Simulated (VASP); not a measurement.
# Cu (Fm-3m) in VASP: notebook

The runs below take Cu through single point, relaxation of cell and atoms, with PBEsol.

Everything below comes from runs of VASP 6.6.1. Logs are shortened: lines on timing, memory, paths and dates and some standing lists are left out, and cuts for length are marked.

## (1) The cell of the first run

It takes space group Fm-3m (No. 225, cubic). Conventional cell: a = 3.570 Å, b = 3.570 Å, c = 3.570 Å, α = 90.00°, β = 90.00°, γ = 90.00°. Within 3.3 Å of Cu (site symmetry m-3m) lie 12 Cu at 2.52 Å.

## (2) Single point, PBEsol

File INCAR:

```
SYSTEM = Cu
PREC     = Accurate       ! precision mode
ENCUT    = 600            ! plane-wave cutoff, eV
EDIFF    = 1E-6           ! SCF threshold, eV
ISMEAR   = 0              ! smearing method
SIGMA    = 0.05           ! smearing width, eV
LREAL    = .FALSE.        ! projectors in reciprocal space
LASPH    = .TRUE.         ! aspherical terms in the spheres
NELM     = 120            ! most SCF steps
ALGO     = Normal         ! electronic algorithm
ISIF     = 2              ! what is computed and relaxed
LWAVE    = .FALSE.        ! write WAVECAR
LCHARG   = .FALSE.        ! write CHGCAR
GGA      = PS             ! functional
NBANDS   = 12             ! bands
GGA_COMPAT= .FALSE.
```

File KPOINTS:

```
regular mesh
0
G
  8 8 8
  0 0 0
```

File POSCAR:

```
Cu
1.0
    0.0000000000      1.7851279900      1.7851279900
    1.7851279900      0.0000000000      1.7851279900
    1.7851279900      1.7851279900      0.0000000000
Cu
1
Direct
    0.0000000000      0.0000000000      0.0000000000
```

Potentials or basis: VASP PAW PBE potentials, release 64 (Cu).

On the command line:

```sh
cat potpaw_PBE.64/Cu/POTCAR > POTCAR
mpirun -np 1 vasp_std > vasp.out
```

OUTCAR:

```text
SYSTEM = Cu
   PREC = Accurate
   ENCUT = 600
   EDIFF = 1E-6
   ISMEAR = 0
   LREAL = .FALSE.
   LASPH = .TRUE.
   NELM = 120
   ISIF = 2
   GGA = PS

 ion  position               nearest neighbor table
   1  0.000  0.000  0.000-

  LATTYP: Found a face centered cubic cell.
 ALAT       =     3.5702559800

  Lattice vectors:

 A1 = (   0.0000000000,   1.7851279900,   1.7851279900)
 A2 = (   1.7851279900,   0.0000000000,   1.7851279900)
 A3 = (   1.7851279900,   1.7851279900,   0.0000000000)

Analysis of symmetry for initial positions (statically):
=====================================================================
 Subroutine PRICEL returns:
 Original cell was already a primitive cell.

 Routine SETGRP: Setting up the symmetry group for a
 face centered cubic supercell.

 Subroutine GETGRP returns: Found 48 space group operations
 (whereof 48 operations were pure point group operations)
 out of a pool of 48 trial point group operations.

The static configuration has the point symmetry O_h .

Analysis of symmetry for dynamics (positions and initial velocities):
=====================================================================
 Subroutine PRICEL returns:
 Original cell was already a primitive cell.

 Routine SETGRP: Setting up the symmetry group for a
 face centered cubic supercell.

 Subroutine GETGRP returns: Found 48 space group operations
 (whereof 48 operations were pure point group operations)
 out of a pool of 48 trial point group operations.

The dynamic configuration has the point symmetry O_h .

 Subroutine INISYM returns: Found 48 space group operations
 (whereof 48 operations are pure point group operations),
 and found     1 'primitive' translations

----------------------------------------------------------------------------------------

                                     Primitive cell

  volume of cell :      11.3773

  direct lattice vectors                    reciprocal lattice vectors
     0.000000000  1.785127990  1.785127990    -0.280091961  0.280091961  0.280091961
     1.785127990  0.000000000  1.785127990     0.280091961 -0.280091961  0.280091961
     1.785127990  1.785127990  0.000000000     0.280091961  0.280091961 -0.280091961

  length of vectors
     2.524552214  2.524552214  2.524552214     0.485133508  0.485133508  0.485133508

  position of ions in fractional coordinates (direct lattice)
     0.000000000  0.000000000  0.000000000

  ion indices of the primitive-cell ions
   primitive index   ion index
                 1           1

----------------------------------------------------------------------------------------

 KPOINTS: regular mesh

Automatic generation of k-mesh.
 Grid dimensions read from file:
 generate k-points for:    8    8    8

 Generating k-lattice:

  Cartesian coordinates                     Fractional coordinates (reciprocal lattice)
    -0.035011495  0.035011495  0.035011495     0.125000000  0.000000000  0.000000000
     0.035011495 -0.035011495  0.035011495     0.000000000  0.125000000  0.000000000
     0.035011495  0.035011495 -0.035011495     0.000000000  0.000000000  0.125000000

  Length of vectors
     0.060641688  0.060641688  0.060641688

  Shift w.r.t. Gamma in fractional coordinates (k-lattice)
     0.000000000  0.000000000  0.000000000

 Subroutine IBZKPT returns following result:
 ===========================================

 Found     29 irreducible k-points:

 Following reciprocal coordinates:
            Coordinates               Weight
  0.000000  0.000000  0.000000      1.000000
  0.125000  0.000000  0.000000      8.000000
  0.250000  0.000000  0.000000      8.000000
  0.375000  0.000000  0.000000      8.000000
  0.500000  0.000000  0.000000      4.000000
  0.125000  0.125000  0.000000      6.000000
[... 16 lines left out ...]
  0.500000  0.250000  0.125000     48.000000
 -0.375000  0.250000  0.125000     24.000000
 [... further k-points ...]
   k-points           NKPTS =     29   k-points in BZ     NKDIM =     29   number of bands    NBANDS=     12
   number of dos      NEDOS =    301   number of ions     NIONS =      1
   total plane-waves  NPLWV =   8000
   dimension x,y,z NGX =    20 NGY =   20 NGZ =   20
   dimension x,y,z NGXF=    40 NGYF=   40 NGZF=   40
   ions per type =               1
   NGX,Y,Z   is equivalent  to a cutoff of  13.17, 13.17, 13.17 a.u.
   NGXF,Y,Z  is equivalent  to a cutoff of  26.34, 26.34, 26.34 a.u.
 SYSTEM =  Cu
   PREC   = accura    normal or accurate (medium, high low for compatibility)
   ISTART =      0    job   : 0-new  1-cont  2-samecut
   ICHARG =      2    charge: 1-file 2-atom 10-const
   ISPIN  =      1    spin polarized calculation?
   LNONCOLLINEAR =      F non collinear calculations
   LSORBIT =      F    spin-orbit coupling
   LASPH  =      T    aspherical Exc in radial PAW
   ENCUT  =  600.0 eV  44.10 Ry    6.64 a.u.   5.04  5.04  5.04*2*pi/ulx,y,z
   NELM   =    120;   NELMIN=  2; NELMDL= -5     # of ELM steps
   EDIFF  = 0.1E-05   stopping-criterion for ELM
   LREAL  =      F    real-space projection
   EDIFFG = 0.1E-04   stopping-criterion for IOM
   NSW    =      0    number of steps for IOM
   IBRION =     -1    ionic relax: 0-MD 1-quasi-New 2-CG
   NFREE  =      0    steps in history (QN), initial steepest desc. (CG)
   ISIF   =      2    stress and relaxation
   ISYM   =      2    0-nonsym 1-usesym 2-fastsym
   POTIM  = 0.5000    time-step for ionic-motion
   TEBEG  =    0.0;   TEEND  =   0.0 temperature during run
   PSTRESS=    0.0 pullay stress
   NELECT =      11.0000    total number of electrons
   NUPDOWN=      -1.0000    fix difference up-down
   EMIN   =  10.00;   EMAX   =-10.00  energy-range for DOS
   EFERMI =   0.00;   METHOD = LEGACY
   ISMEAR =     0;   SIGMA  =   0.05  broadening in eV -4-tet -1-fermi 0-gaus
   EFERMI_NEDOS =   21; number of points for ismear=-14 and -15
   IALGO  =     38    algorithm
   IMIX   =      4    mixing-type and parameters
     AMIX     =   0.40;   BMIX     =  1.00
     AMIX_MAG =   1.60;   BMIX_MAG =  1.00
  volume/ion in A,a.u.               =      11.38        76.78
  Fermi-wavevector in a.u.,A,eV,Ry     =   1.618799  3.059087 35.654223  2.620511
  Thomas-Fermi vector in A             =   2.713004
   LORBIT       =      0    0 simple, 1 ext, 2 COOP (PROOUT), +10 PAW based schemes
   GGA     = PS    functional components
   LHFCALC =     F    Hartree Fock is set to
   AEXX    =    0.0000 exact exchange contribution
   IVDW    =     0    specifies the selected vdW correction
   LEPSILON=     F    determine dielectric tensor
   LRPA    =     F    only Hartree local field effects (RPA)
 non-spin polarized calculation
 Gauss-broadening in eV      SIGMA  =   0.05
  energy-cutoff  :      600.00
  volume of cell :       11.38
 maximum number of plane-waves:       392
   NGX =  9   NGY =  9   NGZ =  9

 number of electron      11.0000013 magnetization

 Free energy of the ion-electron system (eV)
  ---------------------------------------------------
  ext. energy  EPLUGINS =         0.00000000
  ---------------------------------------------------
  free energy    TOTEN  =        -4.27426489 eV

  energy without entropy =       -4.27274812  energy(sigma->0) =       -4.27350650

 E-fermi :   7.7764     XC(G=0): -13.1262

 val. band max:        7.7391176194   @ k =   0.5000   0.2500   0.1250
 cond. band min:       7.9702767817   @ k =   0.5000   0.1250   0.0000
 fundamental gap:      0.2311591623
 Fermi energy:         7.7763988502

 k-point     1 :       0.0000    0.0000    0.0000
  band No.  band energies     occupation
      1      -1.8063      2.00000
      2       4.7403      2.00000
      3       4.7403      2.00000
      4       4.7403      2.00000
      5       5.6228      2.00000
      6       5.6228      2.00000
      7      30.7519      0.00000
      8      33.6597      0.00000
      9      33.6597      0.00000
     10      33.6597      0.00000
     11      36.1743      0.00000
     12      36.1743      0.00000

 k-point     2 :       0.1250    0.0000    0.0000
  band No.  band energies     occupation
      1      -1.2280      2.00000
      2       4.6221      2.00000
      3       4.8395      2.00000
      4       4.8395      2.00000
      5       5.5913      2.00000
      6       5.5913      2.00000
      7      27.0596      0.00000
      8      31.4623      0.00000
      9      32.4450      0.00000
     10      32.4450      0.00000
     11      38.0576      0.00000
     12      38.0697      0.00000

 k-point     3 :       0.2500    0.0000    0.0000
  band No.  band energies     occupation
      1       0.3693      2.00000
      2       4.4636      2.00000
      3       4.9072      2.00000
      4       4.9072      2.00000
      5       5.7079      2.00000
      6       5.7079      2.00000
      7      20.6050      0.00000
      8      30.6730      0.00000
      9      31.2213      0.00000
     10      31.2213      0.00000
     11      36.9428      0.00000
     12      36.9428      0.00000

 k-point     4 :       0.3750    0.0000    0.0000
  band No.  band energies     occupation
      1       2.1143      2.00000
      2       4.7803      2.00000
      3       4.7803      2.00000
      4       5.1319      2.00000
      5       6.0510      2.00000
      6       6.0510      2.00000
      7      14.9602      0.00000
      8      29.6640      0.00000
      9      30.6138      0.00000
     10      30.6138      0.00000
     11      34.4171      0.00000
     12      34.4171      0.00000

 k-point     5 :       0.5000    0.0000    0.0000
  band No.  band energies     occupation
      1       2.5719      2.00000
      2       4.7069      2.00000
      3       4.7069      2.00000
      4       6.2242      2.00000
      5       6.2242      2.00000
      6       6.7212      2.00000
      7      11.8075      0.00000
      8      29.2267      0.00000
      9      30.4739      0.00000
     10      30.4739      0.00000
     11      33.4484      0.00000
     12      33.4484      0.00000
[... 228 lines left out ...]
      1       2.7694      2.00000
      2       3.2554      2.00000
      3       6.2085      2.00000
      4       6.3741      2.00000
      5       6.3741      2.00000
      6       9.2995      0.00000
      7      15.2372      0.00000
      8      21.1960      0.00000
      9      21.1960      0.00000
     10      25.8141      0.00000
     11      28.7387      0.00000
     12      50.6738      0.00000

 k-point    22 :       0.3750    0.2500    0.1250
  band No.  band energies     occupation
      1       1.6288      2.00000
      2       4.0578      2.00000
      3       4.7315      2.00000
      4       5.4516      2.00000
      5       5.4978      2.00000
      6       6.3451      2.00000
      7      21.4717      0.00000
      8      22.1817      0.00000
      9      27.5431      0.00000
     10      32.1099      0.00000
     11      34.2801      0.00000
     12      38.8526      0.00000

 k-point    23 :       0.5000    0.2500    0.1250
  band No.  band energies     occupation
      1       3.0463      2.00000
      2       4.1085      2.00000
      3       4.4467      2.00000
      4       5.3236      2.00000
      5       5.9759      2.00000
      6       7.7391      1.70833
      7      16.0702      0.00000
      8      21.6317      0.00000
      9      24.6188      0.00000
     10      32.2418      0.00000
     11      35.8476      0.00000
     12      39.7921      0.00000

 k-point    24 :      -0.3750    0.2500    0.1250
  band No.  band energies     occupation
      1       3.3719      2.00000
      2       4.1015      2.00000
      3       4.6552      2.00000
      4       5.2160      2.00000
      5       6.1640      2.00000
      6       9.9925      0.00000
      7      12.2921      0.00000
      8      22.3235      0.00000
      9      22.8250      0.00000
     10      31.9289      0.00000
     11      35.7385      0.00000
     12      43.2762      0.00000

 [... further k-points ...]

------------------------ aborting loop because EDIFF is reached ----------------------------------------

  FORCE on cell =-STRESS in cart. coord.  units (eV):
  Direction    XX          YY          ZZ          XY          YZ          ZX
  --------------------------------------------------------------------------------------
  -------------------------------------------------------------------------------------
  Total        0.0558473      0.0558473      0.0558473      0.0000000      0.0000000      0.0000000
  in kB        7.8645666      7.8645666      7.8645666      0.0000000      0.0000000      0.0000000
  external PRESSURE =       7.8645666 kB  Pullay stress =       0.0000000 kB

 VOLUME and BASIS-vectors are now :
 -----------------------------------------------------------------------------
  energy-cutoff  :      600.00
  volume of cell :       11.38
      direct lattice vectors                 reciprocal lattice vectors
     0.000000000  1.785127990  1.785127990    -0.280091961  0.280091961  0.280091961
     1.785127990  0.000000000  1.785127990     0.280091961 -0.280091961  0.280091961
     1.785127990  1.785127990  0.000000000     0.280091961  0.280091961 -0.280091961

 POSITION                                       TOTAL-FORCE (eV/Angst)
 -----------------------------------------------------------------------------------
      0.00000      0.00000      0.00000         0.000000     -0.000000      0.000000
 -----------------------------------------------------------------------------------
    total drift:                                0.000000      0.000000      0.000000

  FREE ENERGIE OF THE ION-ELECTRON SYSTEM (eV)
  ---------------------------------------------------
  free  energy   TOTEN  =        -4.2742648853 eV

  energy  without entropy=       -4.2727481217  energy(sigma->0) =       -4.27350650
```

Wall time 2.5 s (1 thread of Intel Xeon 6975P-C (Granite Rapids), shared host); peak memory 0.12 GiB.

What came out:

| Item | Value |
| --- | --- |
| Free energy | -4.2743 eV |
| Pressure | 0.8 GPa |
| Band gap on the k mesh | zero (an odd number of electrons rules out a gap without spin polarisation) |

Levels at points of the mesh, in eV from the Fermi level:
```
           k point  band 3  band 4  band 5  band 6  band 7  band 8  band 9  band 10
(0.00, 0.00, 0.00)   -3.04   -3.04   -2.15   -2.15   22.98   25.88   25.88    25.88
(0.50, 0.00, 0.00)   -3.07   -1.55   -1.55   -1.06    4.03   21.45   22.70    22.70
(0.50, 0.50, 0.00)   -1.57   -1.40   -1.40    1.52    7.46   13.42   13.42    18.04
```

Caveat: the k points lie up to 0.38 Å⁻¹ apart, too coarse for converged energies and pressures of a metal; the PAW data sets were made with another functional, which shifts forces and pressure a little.

## (3) Relaxation of cell and atoms, PBEsol

This run uses another cell than the first one, of 11.81 Å³/atom.

File INCAR:

```
SYSTEM = Cu
ALGO     = Normal         ! electronic algorithm
EDIFF    = 1E-7           ! SCF threshold, eV
EDIFFG   = -0.03          ! ionic threshold
ENCUT    = 600            ! plane-wave cutoff, eV
GGA      = PS             ! functional
GGA_COMPAT= .FALSE.      
IBRION   = 2              ! ionic algorithm
ISIF     = 3              ! what is computed and relaxed
ISMEAR   = 0              ! smearing method
LASPH    = .TRUE.         ! aspherical terms in the spheres
LCHARG   = .FALSE.        ! write CHGCAR
LREAL    = .FALSE.        ! projectors in reciprocal space
LWAVE    = .FALSE.        ! write WAVECAR
NELM     = 120            ! most SCF steps
NELMIN   = 4            
NSW      = 80             ! ionic steps
PREC     = Accurate       ! precision mode
SIGMA    = 0.05           ! smearing width, eV
```

File KPOINTS:

```
k-points
0
G
  8 8 8
  0 0 0
```

File POSCAR:

```
Cu
1.0
    0.0000000000      1.8075000000      1.8075000000
    1.8075000000      0.0000000000      1.8075000000
    1.8075000000      1.8075000000      0.0000000000
Cu
1
Direct
    0.0000000000      0.0000000000      0.0000000000
```

Potentials or basis: VASP PAW PBE potentials, release 64 (Cu).

On the command line:

```sh
cat potpaw_PBE.64/Cu/POTCAR > POTCAR
mpirun -np 1 vasp_std > vasp.out
```

Wall time 4.9 s (1 thread of Intel Xeon 6975P-C (Granite Rapids), shared host); peak memory 0.12 GiB.

Results (log left out):

```yaml
Free_energy: -4.2745 eV
Relaxed_volume: 11.43 Å³/atom
Relaxed_cell: a = 2.528 Å, b = 2.528 Å, c = 2.528 Å, α = 60.00°, β = 60.00°, γ = 60.00°
Space_group_after_relaxing_to_0.1_Å: Fm-3m (No. 225)
Energy_gained_by_relaxing: 6.0 meV/atom
Ionic_steps: 3
Pressure_after_relaxing: 0.0 GPa
Band_gap_on_the_k_mesh: zero (an odd number of electrons rules out a gap without spin polarisation)
```

Step by step:
| step | energy change (eV) | largest force (eV/Å) | pressure (GPa) | volume (Å³) |
| --- | --- | --- | --- | --- |
| 1 | 0.0000 | 0.0000 | -4.88 | 11.81 |
| 2 | -0.0038 | 0.0000 | 3.35 | 11.21 |
| 3 | -0.0060 | 0.0000 | 0.01 | 11.43 |

Final structure:
```xyz
1
Lattice="0.0000 1.7878 1.7878 1.7878 0.0000 1.7878 1.7878 1.7878 0.0000" Properties=species:S:1:pos:R:3 pbc="T T T"
Cu    0.0000    0.0000    0.0000
```

Levels at points of the mesh, in eV from the Fermi level:
```
           k point  band 3  band 4  band 5  band 6  band 7  band 8  band 9
(0.00, 0.00, 0.00)   -3.02   -3.02   -2.14   -2.14   22.94   25.81   25.81
(0.50, 0.00, 0.00)   -3.05   -1.55   -1.55   -1.04    4.01   21.42   22.63
(0.50, 0.50, 0.00)   -1.56   -1.40   -1.40    1.53    7.43   13.39   13.39
```

Caveat: the k points lie up to 0.38 Å⁻¹ apart in the final cell, too coarse for converged energies and pressures of a metal; the PAW data sets were made with another functional, which shifts forces and pressure a little.
